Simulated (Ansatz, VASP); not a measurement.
# One calculation of SrO, two programs

The input INCAR:

```
SYSTEM = SrO
PREC = Accurate ; ENCUT = 520
EDIFF = 1E-6 ; ISMEAR = 0
SIGMA = 0.05 ; LREAL = .FALSE.
LASPH = .TRUE. ; NELM = 60
ALGO = Normal ; ISIF = 2
LWAVE = .FALSE. ; LCHARG = .FALSE.
GGA = PE ; NBANDS = 15
```

KPOINTS

```
Automatic mesh
0
G
  8 8 8
  0 0 0
```

Contents of POSCAR:

```
SrO
1.0
    0.0000000000      2.7012874288      2.5973917585
    2.7012874288      0.0000000000      2.5973917585
    2.7012874288      2.7012874288      0.0000000000
Sr O
1 1
Direct
    0.0000000000      0.0000000000      0.0000000000
    0.5000000000      0.5000000000      0.5000000000
```

Input for Ansatz:

```yaml
crystal:
  lattice:
    - [0.0, 2.7012874288, 2.5973917585]
    - [2.7012874288, 0.0, 2.5973917585]
    - [2.7012874288, 2.7012874288, 0.0]
  atoms:
    - { symbol: Sr, position: [0.0, 0.0, 0.0] }
    - { symbol: O, position: [0.5, 0.5, 0.5] }
basis:
  ecutwfc: 420
kpoints:
  mp_grid: { grid: [8, 8, 8] }
hamiltonian:
  xc: pbe
scf:
  occupations: { method: gaussian, width: 0.05 }
output:
  forces: true
  stress: true
  eigenvalues: true
```

Change from the starting cell: strain +0.040 along x and y, +0.000 along z, atoms carried along.

Alike in both runs: task single point; functional PBE; k mesh 8 × 8 × 8; occupations gaussian, width 0.05 eV; no spin polarisation.

|  | VASP | Ansatz |
| --- | --- | --- |
| version | VASP 6.6.1 | Ansatz 0.2.0 |
| potentials or method | VASP PAW PBE potentials, release 64 (Sr_sv, O), cutoff 520 eV | scalar-relativistic, plane waves, PAW |
| valence electrons in the cell | 16 | 16 |

VASP gave:

| Quantity | Value |
| --- | --- |
| gap on the k mesh at the Fermi level (eV) | 3.14 |
| least direct gap on the mesh (eV) | 3.16 |
| pressure (GPa) | -5.0 |
| traceless stress, the component that is largest in VASP (GPa) | 2.05 |

Task: Which values does Ansatz return?

Result: gap on the k mesh at the Fermi level (eV): 3.18; least direct gap on the mesh (eV): 3.18; pressure (GPa): -5.3; traceless stress, the component that is largest in VASP (GPa): 1.92.
